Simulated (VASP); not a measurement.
Wanted: the native input for a VASP 6.6.1 run.

| Property | Result |
| --- | --- |
| Task | single point |
| Functional | PBE |
| Potentials or basis | VASP PAW PBE potentials, release 64 (Al, N) |
| Cutoff | 520 eV |
| k mesh | 8 × 6 × 4 |
| Occupations | gaussian, width 0.05 eV |
| Spin | no spin polarisation |
| Dipole correction | no |
| Further INCAR settings | ALGO = Normal; EDIFF = 1e-06; NBANDS = 26 |

The structure of AlN lies in POSCAR:

```
AlN
1.0
   -1.6567491617      2.8695737234      0.0000000000
    0.0000000000      0.0000000000      4.1874629526
    4.9702474850      2.8695737234      0.0000000000
Al N
4 4
Direct
    0.3910157285      0.7500000000      0.2317419774
    0.0000000000      0.7500000000      0.6666666667
    0.0000000000      0.2500000000      0.3333333333
    0.5000000000      0.2500000000      0.8333333333
    0.5000000000      0.2500000000      0.1666666667
    0.0000000000      0.2500000000      0.6666666667
    0.0000000000      0.7500000000      0.3333333333
    0.5000000000      0.7500000000      0.8333333333
```

This cell differs from its parent crystal: atom 1 (Al) moved by +0.504 Å along [1 0 0] and -0.126 Å along [1 2 0].

These files were run (other wordings do the same):

INCAR

```
PREC     = Accurate       # precision mode
ENCUT    = 520            # plane-wave cutoff, eV
EDIFF    = 1E-6           # SCF threshold, eV
ISMEAR   = 0              # smearing method
SIGMA    = 0.05           # smearing width, eV
LREAL    = F              # projectors in reciprocal space
LASPH    = T              # aspherical terms in the spheres
NELM     = 80             # most SCF steps
ALGO     = Normal         # electronic algorithm
ISIF     = 2              # what is computed and relaxed
LWAVE    = F              # write WAVECAR
LCHARG   = F              # write CHGCAR
GGA      = PE             # functional
NBANDS   = 26             # bands
```

KPOINTS

```
Automatic mesh
0
Gamma
  8 6 4
```

Potentials or basis: VASP PAW PBE potentials, release 64 (Al, N).

Run with:

```sh
$ cat potpaw_PBE.64/Al/POTCAR potpaw_PBE.64/N/POTCAR > POTCAR
$ mpirun -np 1 vasp_std > vasp.out
```

Results of the run:

```yaml
Pressure: 17.2 GPa
Largest_force: 24.248 eV/Å
Band_gap_on_the_k_mesh: 2.71 eV, direct
```

Caveat: the cell differs from its parent crystal (atom 1 (Al) moved by +0.504 Å along [1 0 0] and -0.126 Å along [1 2 0]); forces of over 1 eV/Å act on the atoms, so gaps and moduli don't describe the material at rest.

It took 57 s on 1 thread of Intel(R) Xeon(R) 6975P-C (Granite Rapids), with other jobs on the host, peak memory 0.25 GiB.
